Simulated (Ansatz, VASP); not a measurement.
# Two plane-wave programs on ZrS

```xyz
2
Lattice="0.0000 2.6094 2.6094 2.6094 0.0000 2.6094 2.6094 2.6094 0.0000" Properties=species:S:1:pos:R:3 pbc="T T T"
Zr    0.0000    0.0000    0.0000
S     2.6094    2.6094    2.6094
```

Alike in both runs: functional r2SCAN; k mesh 4 × 4 × 4; occupations gaussian, width 0.1 eV; no spin polarisation.

Ansatz relaxed the structure, and its values are those at the end. VASP's run is a single point on that final structure, the one shown.

|  | VASP | Ansatz |
| --- | --- | --- |
| version | VASP 6.6.1 | Ansatz 0.2.0 |
| potentials or method | VASP PAW PBE potentials, release 64 (Zr_sv, S), cutoff 520 eV | scalar-relativistic, plane waves, PAW |
| valence electrons in the cell | 18 | 18 |

|  | VASP | Ansatz | Ansatz less VASP |
| --- | --- | --- | --- |
| gap on the k mesh at the Fermi level (eV) | none | none | - |
| pressure (GPa) | 0.0 | 0.0 | +0.01 |

VASP's potentials were made for PBE, not for r2SCAN. A gap of «none» marks a metal or a gap that the smearing closes. The functional is the same, so the differences come from potentials, cutoffs and numerics.

The k mesh is coarse, so the values compare programs but aren't converged.
